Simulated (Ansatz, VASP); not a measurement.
**Two plane-wave programs on Re**

```xyz
2
Lattice="2.8878 0.0000 0.0000 -1.4439 2.5009 0.0000 0.0000 0.0000 3.9101" Properties=species:S:1:pos:R:3 pbc="T T T"
Re    0.0000    1.6673    0.9775
Re    1.4439    0.8336    2.9326
```

Alike in both runs: task single point; functional PBEsol; k mesh 18 × 18 × 10; occupations gaussian, width 0.15 eV; no spin polarisation.

|  | VASP | Ansatz |
| --- | --- | --- |
| version | VASP 6.6.1 | Ansatz 0.2.0 |
| potentials or method | VASP PAW PBE potentials, release 64 (Re), cutoff 520 eV | scalar-relativistic, plane waves, PAW |
| valence electrons in the cell | 14 | 30 |

|  | VASP | Ansatz | Ansatz less VASP |
| --- | --- | --- | --- |
| gap on the k mesh at the Fermi level (eV) | none | none | - |
| pressure (GPa) | 23.6 | 23.1 | -0.46 |
| traceless stress, the component that is largest in VASP (GPa) | 41.22 | 41.46 | +0.244 |

VASP's potentials were made for PBE, not for PBEsol. A gap of «none» marks a metal or a gap that the smearing closes. VASP's potentials hold 14 valence electrons a cell and Ansatz's 30, so a difference there can come from the potentials and not from the codes.

Spin-orbit coupling is off throughout.
